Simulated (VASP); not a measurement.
# Sn (Fd-3m) in VASP: a series of runs

The runs below take Sn through single point, relaxation of volume and atoms at fixed shape, with PBEsol.

Program: VASP 6.6.1. These are calculated values, not measurements. Logs are shortened: lines on timing, memory, paths and dates and some standing lists are left out, and cuts for length are marked.

### Step 1. The cell of the first run

It takes space group Fd-3m (No. 227, cubic). Conventional cell: a = 6.541 Å, b = 6.541 Å, c = 6.541 Å, α = 90.00°, β = 90.00°, γ = 90.00°. Sn (site symmetry -43m) has 4 Sn at 2.83 Å within 3.7 Å.

This isn't the form of Sn at room conditions, which is tetragonal (white tin).

### Step 2. Single point, PBEsol

Input file INCAR:

```
PREC = Accurate
ENCUT = 520
EDIFF = 1E-7
ISMEAR = -1
SIGMA = 0.1
LREAL = False
LASPH = True
NELM = 60
ALGO = Normal
ISIF = 2
LWAVE = False
LCHARG = False
GGA = PS
NBANDS = 21
```

Input file KPOINTS:

```
Automatic mesh
0
Gamma
  12 12 12
```

Input file POSCAR:

```
Sn
1.0
    0.0000000000      3.2703694457      3.2703694457
    3.2703694457      0.0000000000      3.2703694457
    3.2703694457      3.2703694457      0.0000000000
Sn
2
Direct
    0.0000000000      0.0000000000      0.0000000000
    0.2500000000      0.2500000000      0.2500000000
```

Potentials or basis: VASP PAW PBE potentials, release 64 (Sn_d).

On the command line:

```console
> cat potpaw_PBE.64/Sn_d/POTCAR > POTCAR
> mpirun -np 1 vasp_std > vasp.out
```

OUTCAR:

```text
PREC = Accurate
   ENCUT = 520
   EDIFF = 1E-7
   ISMEAR = -1
   LREAL = False
   LASPH = True
   NELM = 60
   ISIF = 2
   GGA = PS

 ion  position               nearest neighbor table
   1  0.000  0.000  0.000-   2 2.83   2 2.83   2 2.83   2 2.83
   2  0.250  0.250  0.250-   1 2.83   1 2.83   1 2.83   1 2.83

  LATTYP: Found a face centered cubic cell.
 ALAT       =     6.5407388914

  Lattice vectors:

 A1 = (   0.0000000000,   3.2703694457,   3.2703694457)
 A2 = (   3.2703694457,   0.0000000000,   3.2703694457)
 A3 = (   3.2703694457,   3.2703694457,   0.0000000000)

Analysis of symmetry for initial positions (statically):
=====================================================================
 Subroutine PRICEL returns:
 Original cell was already a primitive cell.

 Routine SETGRP: Setting up the symmetry group for a
 face centered cubic supercell.

 Subroutine GETGRP returns: Found 48 space group operations
 (whereof 24 operations were pure point group operations)
 out of a pool of 48 trial point group operations.

The static configuration has the point symmetry T_d .
 The point group associated with its full space group is O_h .

Analysis of symmetry for dynamics (positions and initial velocities):
=====================================================================
 Subroutine PRICEL returns:
 Original cell was already a primitive cell.

 Routine SETGRP: Setting up the symmetry group for a
 face centered cubic supercell.

 Subroutine GETGRP returns: Found 48 space group operations
 (whereof 24 operations were pure point group operations)
 out of a pool of 48 trial point group operations.

The dynamic configuration has the point symmetry T_d .
 The point group associated with its full space group is O_h .

 Subroutine INISYM returns: Found 48 space group operations
 (whereof 24 operations are pure point group operations),
 and found     1 'primitive' translations

----------------------------------------------------------------------------------------

                                     Primitive cell

  volume of cell :      69.9553

  direct lattice vectors                    reciprocal lattice vectors
     0.000000000  3.270369446  3.270369446    -0.152887925  0.152887925  0.152887925
     3.270369446  0.000000000  3.270369446     0.152887925 -0.152887925  0.152887925
     3.270369446  3.270369446  0.000000000     0.152887925  0.152887925 -0.152887925

  length of vectors
     4.625000824  4.625000824  4.625000824     0.264809655  0.264809655  0.264809655

  position of ions in fractional coordinates (direct lattice)
     0.000000000  0.000000000  0.000000000
     0.250000000  0.250000000  0.250000000

  ion indices of the primitive-cell ions
   primitive index   ion index
                 1           1
                 2           2

----------------------------------------------------------------------------------------

 KPOINTS: Automatic mesh

Automatic generation of k-mesh.
 Grid dimensions read from file:
 generate k-points for:   12   12   12

 Generating k-lattice:

  Cartesian coordinates                     Fractional coordinates (reciprocal lattice)
    -0.012740660  0.012740660  0.012740660     0.083333333  0.000000000  0.000000000
     0.012740660 -0.012740660  0.012740660     0.000000000  0.083333333  0.000000000
     0.012740660  0.012740660 -0.012740660     0.000000000  0.000000000  0.083333333

  Length of vectors
     0.022067471  0.022067471  0.022067471

  Shift w.r.t. Gamma in fractional coordinates (k-lattice)
     0.000000000  0.000000000  0.000000000

 Subroutine IBZKPT returns following result:
 ===========================================

 Found     72 irreducible k-points:

 Following reciprocal coordinates:
            Coordinates               Weight
  0.000000  0.000000  0.000000      1.000000
  0.083333  0.000000  0.000000      8.000000
  0.166667  0.000000  0.000000      8.000000
  0.250000  0.000000  0.000000      8.000000
  0.333333  0.000000  0.000000      8.000000
  0.416667  0.000000  0.000000      8.000000
[... 16 lines left out ...]
  0.500000  0.166667  0.000000     24.000000
 -0.416667  0.166667  0.000000     24.000000
 [... further k-points ...]
   k-points           NKPTS =     72   k-points in BZ     NKDIM =     72   number of bands    NBANDS=     21
   number of dos      NEDOS =    301   number of ions     NIONS =      2
   total plane-waves  NPLWV =  46656
   dimension x,y,z NGX =    36 NGY =   36 NGZ =   36
   dimension x,y,z NGXF=    72 NGYF=   72 NGZF=   72
   ions per type =               2
   NGX,Y,Z   is equivalent  to a cutoff of  12.94, 12.94, 12.94 a.u.
   NGXF,Y,Z  is equivalent  to a cutoff of  25.88, 25.88, 25.88 a.u.
 SYSTEM =  unknown system
   PREC   = accura    normal or accurate (medium, high low for compatibility)
   ISTART =      0    job   : 0-new  1-cont  2-samecut
   ICHARG =      2    charge: 1-file 2-atom 10-const
   ISPIN  =      1    spin polarized calculation?
   LNONCOLLINEAR =      F non collinear calculations
   LSORBIT =      F    spin-orbit coupling
   LASPH  =      T    aspherical Exc in radial PAW
   ENCUT  =  520.0 eV  38.22 Ry    6.18 a.u.   8.60  8.60  8.60*2*pi/ulx,y,z
   NELM   =     60;   NELMIN=  2; NELMDL= -5     # of ELM steps
   EDIFF  = 0.1E-06   stopping-criterion for ELM
   LREAL  =      F    real-space projection
   EDIFFG = 0.1E-05   stopping-criterion for IOM
   NSW    =      0    number of steps for IOM
   IBRION =     -1    ionic relax: 0-MD 1-quasi-New 2-CG
   NFREE  =      0    steps in history (QN), initial steepest desc. (CG)
   ISIF   =      2    stress and relaxation
   ISYM   =      2    0-nonsym 1-usesym 2-fastsym
   POTIM  = 0.5000    time-step for ionic-motion
   TEBEG  =    0.0;   TEEND  =   0.0 temperature during run
   PSTRESS=    0.0 pullay stress
   NELECT =      28.0000    total number of electrons
   NUPDOWN=      -1.0000    fix difference up-down
   EMIN   =  10.00;   EMAX   =-10.00  energy-range for DOS
   EFERMI =   0.00;   METHOD = LEGACY
   ISMEAR =    -1;   SIGMA  =   0.10  broadening in eV -4-tet -1-fermi 0-gaus
   EFERMI_NEDOS =   21; number of points for ismear=-14 and -15
   IALGO  =     38    algorithm
   IMIX   =      4    mixing-type and parameters
     AMIX     =   0.40;   BMIX     =  1.00
     AMIX_MAG =   1.60;   BMIX_MAG =  1.00
  volume/ion in A,a.u.               =      34.98       236.04
  Fermi-wavevector in a.u.,A,eV,Ry     =   1.206482  2.279920 19.804610  1.455598
  Thomas-Fermi vector in A             =   2.342147
   LORBIT       =      0    0 simple, 1 ext, 2 COOP (PROOUT), +10 PAW based schemes
   GGA     = PS    functional components
   LHFCALC =     F    Hartree Fock is set to
   AEXX    =    0.0000 exact exchange contribution
   IVDW    =     0    specifies the selected vdW correction
   LEPSILON=     F    determine dielectric tensor
   LRPA    =     F    only Hartree local field effects (RPA)
 non-spin polarized calculation
  energy-cutoff  :      520.00
  volume of cell :       69.96
 maximum number of plane-waves:      1900
   NGX = 17   NGY = 17   NGZ = 17

 number of electron      27.9999986 magnetization

 Free energy of the ion-electron system (eV)
  ---------------------------------------------------
  ext. energy  EPLUGINS =         0.00000000
  ---------------------------------------------------
  free energy    TOTEN  =        -8.46828422 eV

  energy without entropy =       -8.46260304  energy(sigma->0) =       -8.46544363

 E-fermi :   5.2560     XC(G=0):  -8.9640

 val. band max:        5.1913841858   @ k =   0.0833   0.0000   0.0000
 cond. band min:       5.3070123689   @ k =   0.3333   0.0000   0.0000
 fundamental gap:      0.1156281831
 Fermi energy:         5.2560014531

 k-point     1 :       0.0000    0.0000    0.0000
  band No.  band energies     occupation
      1     -16.3125      2.00000
      2     -16.3125      2.00000
      3     -16.3125      2.00000
      4     -16.2552      2.00000
      5     -16.2552      2.00000
      6     -15.9625      2.00000
[... 13 lines left out ...]
     20      13.1557      0.00000
     21      13.1557      0.00000

 k-point     2 :       0.0833    0.0000    0.0000
  band No.  band energies     occupation
      1     -16.3177      2.00000
      2     -16.3177      2.00000
      3     -16.3109      2.00000
      4     -16.2481      2.00000
      5     -16.2481      2.00000
      6     -15.9760      2.00000
[... 13 lines left out ...]
     20      12.5448      0.00000
     21      12.5448      0.00000

 k-point     3 :       0.1667    0.0000    0.0000
  band No.  band energies     occupation
      1     -16.3277      2.00000
      2     -16.3277      2.00000
      3     -16.3063      2.00000
      4     -16.2330      2.00000
      5     -16.2330      2.00000
      6     -15.9918      2.00000
[... 13 lines left out ...]
     20      12.0985      0.00000
     21      12.0985      0.00000

 k-point     4 :       0.2500    0.0000    0.0000
  band No.  band energies     occupation
      1     -16.3366      2.00000
      2     -16.3366      2.00000
      3     -16.3000      2.00000
      4     -16.2179      2.00000
      5     -16.2179      2.00000
      6     -16.0051      2.00000
[... 13 lines left out ...]
     20      12.0641      0.00000
     21      12.0641      0.00000

 k-point     5 :       0.3333    0.0000    0.0000
  band No.  band energies     occupation
      1     -16.3426      2.00000
      2     -16.3426      2.00000
      3     -16.2934      2.00000
      4     -16.2064      2.00000
      5     -16.2064      2.00000
      6     -16.0142      2.00000
[... 13 lines left out ...]
     20      12.5025      0.00000
     21      12.5025      0.00000

 k-point     6 :       0.4167    0.0000    0.0000
  band No.  band energies     occupation
      1     -16.3458      2.00000
      2     -16.3458      2.00000
      3     -16.2884      2.00000
      4     -16.1999      2.00000
      5     -16.1999      2.00000
      6     -16.0190      2.00000
[... 13 lines left out ...]
     20      13.2938      0.00000
     21      13.2938      0.00000

 k-point     7 :       0.5000    0.0000    0.0000
  band No.  band energies     occupation
      1     -16.3468      2.00000
      2     -16.3468      2.00000
      3     -16.2866      2.00000
      4     -16.1979      2.00000
      5     -16.1979      2.00000
      6     -16.0204      2.00000
[... 13 lines left out ...]
     20      13.8857      0.00000
     21      13.9226      0.00000
[... 291 lines left out ...]
      1     -16.3389      2.00000
      2     -16.3334      2.00000
      3     -16.3107      2.00000
      4     -16.2220      2.00000
      5     -16.1884      2.00000
      6     -16.0566      2.00000
[... 13 lines left out ...]
     20      12.3835      0.00000
     21      13.3474      0.00000

 k-point    21 :       0.3333    0.1667    0.0000
  band No.  band energies     occupation
      1     -16.3522      2.00000
      2     -16.3409      2.00000
      3     -16.2946      2.00000
      4     -16.2072      2.00000
      5     -16.1731      2.00000
      6     -16.0709      2.00000
[... 13 lines left out ...]
     20      12.7958      0.00000
     21      13.5062      0.00000

 k-point    22 :       0.4167    0.1667    0.0000
  band No.  band energies     occupation
      1     -16.3624      2.00000
      2     -16.3471      2.00000
      3     -16.2769      2.00000
      4     -16.1931      2.00000
      5     -16.1664      2.00000
      6     -16.0747      2.00000
[... 13 lines left out ...]
     20      13.3639      0.00000
     21      14.0497      0.00000

 k-point    23 :       0.5000    0.1667    0.0000
  band No.  band energies     occupation
      1     -16.3682      2.00000
      2     -16.3517      2.00000
      3     -16.2622      2.00000
      4     -16.1810      2.00000
      5     -16.1703      2.00000
      6     -16.0665      2.00000
[... 13 lines left out ...]
     20      13.7637      0.00000
     21      14.0371      0.00000

 k-point    24 :      -0.4167    0.1667    0.0000
  band No.  band energies     occupation
      1     -16.3689      2.00000
      2     -16.3544      2.00000
      3     -16.2551      2.00000
      4     -16.1819      2.00000
      5     -16.1727      2.00000
      6     -16.0486      2.00000
[... 13 lines left out ...]
     20      13.0016      0.00000
     21      13.1511      0.00000

 [... further k-points ...]
[... 5 lines left out ...]
  --------------------------------------------------------------------------------------
  -------------------------------------------------------------------------------------
  Total       -0.0269547     -0.0269547     -0.0269547      0.0000000      0.0000000      0.0000000
  in kB       -0.6173394     -0.6173394     -0.6173394      0.0000000      0.0000000      0.0000000
  external PRESSURE =      -0.6173394 kB  Pullay stress =       0.0000000 kB

 VOLUME and BASIS-vectors are now :
 -----------------------------------------------------------------------------
  energy-cutoff  :      520.00
  volume of cell :       69.96
      direct lattice vectors                 reciprocal lattice vectors
     0.000000000  3.270369446  3.270369446    -0.152887925  0.152887925  0.152887925
     3.270369446  0.000000000  3.270369446     0.152887925 -0.152887925  0.152887925
     3.270369446  3.270369446  0.000000000     0.152887925  0.152887925 -0.152887925

 POSITION                                       TOTAL-FORCE (eV/Angst)
 -----------------------------------------------------------------------------------
      0.00000      0.00000      0.00000         0.000000      0.000000      0.000000
      1.63518      1.63518      1.63518        -0.000000     -0.000000     -0.000000
 -----------------------------------------------------------------------------------
    total drift:                                0.000000      0.000000      0.000000

  FREE ENERGIE OF THE ION-ELECTRON SYSTEM (eV)
  ---------------------------------------------------
  free  energy   TOTEN  =        -8.4682842155 eV

  energy  without entropy=       -8.4626030442  energy(sigma->0) =       -8.46544363
```

It took 1.8 min on 1 thread of Intel Xeon Platinum 8259CL at 2.50GHz (Skylake/Cascade Lake), shared host; peak memory 0.25 GiB.

What came out:

```yaml
Free_energy: -8.4683 eV
Pressure: -0.1 GPa
Band_gap_on_the_k_mesh: zero (bands 14 and 15 overlap by 0.19 eV)
```

Caveat: the PAW data sets were made with another functional, which shifts forces and pressure a little; spin-orbit coupling is left out, which moves the levels of the heavy elements.

### Step 3. Relaxation of volume and atoms at fixed shape, PBEsol

This run uses another cell than the first one, of 33.80 Å³/atom.

Input file INCAR:

```
PREC = Accurate
ENCUT = 600
EDIFF = 1E-6
ISMEAR = -1
SIGMA = 0.1
LREAL = F
LASPH = T
NELM = 100
ALGO = Normal
ISIF = 8
LWAVE = F
LCHARG = F
GGA = PS
IBRION = 2
NSW = 60
EDIFFG = -0.03
```

KPOINTS is that of step 2.

Input file POSCAR:

```
Sn
1.0
    0.0000000000      3.2333428000      3.2333428000
    3.2333428000      0.0000000000      3.2333428000
    3.2333428000      3.2333428000      0.0000000000
Sn
2
Direct
    0.0000000000      0.0000000000      0.0000000000
    0.2500000000      0.2500000000      0.2500000000
```

Potentials or basis: VASP PAW PBE potentials, release 64 (Sn_d).

On the command line:

```console
> cat potpaw_PBE.64/Sn_d/POTCAR > POTCAR
> mpirun -np 1 vasp_std > vasp.out
```

Wall time 3.6 min (1 thread of Intel Xeon Platinum 8259CL at 2.50GHz (Skylake/Cascade Lake), shared host); peak memory 0.29 GiB.

It converged, with:

| Item | Value |
| --- | --- |
| Free energy | -8.4686 eV |
| Relaxed volume | 34.96 Å³/atom |
| Relaxed cell | a = 4.624 Å, b = 4.624 Å, c = 4.624 Å, α = 60.00°, β = 60.00°, γ = 60.00° |
| Space group after relaxing (to 0.1 Å) | Fd-3m (No. 227) |
| Energy gained by relaxing | 5.3 meV/atom |
| Ionic steps | 3 |
| Pressure after relaxing | 0.0 GPa |
| Band gap on the k mesh | zero (bands 14 and 15 overlap by 0.19 eV) |

The path:
```
step  energy change (eV)  largest force (eV/Å)  pressure (GPa)  volume (Å³)
   1              0.0000                0.0000            1.52        67.61
   2             -0.0091                0.0000           -0.48        70.79
   3             -0.0106                0.0000           -0.01        69.91
```

Final structure:
```
CELL_PARAMETERS angstrom
0.00000 3.26968 3.26968
3.26968 0.00000 3.26968
3.26968 3.26968 0.00000
ATOMIC_POSITIONS crystal
Sn 0.00000 0.00000 0.00000
Sn 0.25000 0.25000 0.25000
```

Levels at points of the mesh, in eV from the Fermi level:
```csv
k point,band 12,band 13,band 14,band 15,band 16,band 17
"(0.00, 0.00, 0.00)",-0.87,0.07,0.07,0.07,2.13,2.13
"(0.50, 0.00, 0.00)",-6.25,-1.10,-1.10,-0.12,3.19,3.19
"(0.50, 0.50, 0.00)",-7.47,-2.41,-2.41,0.77,0.77,7.55
```

Caveat: the PAW data sets were made with another functional, which shifts forces and pressure a little; spin-orbit coupling is left out, which moves the levels of the heavy elements.
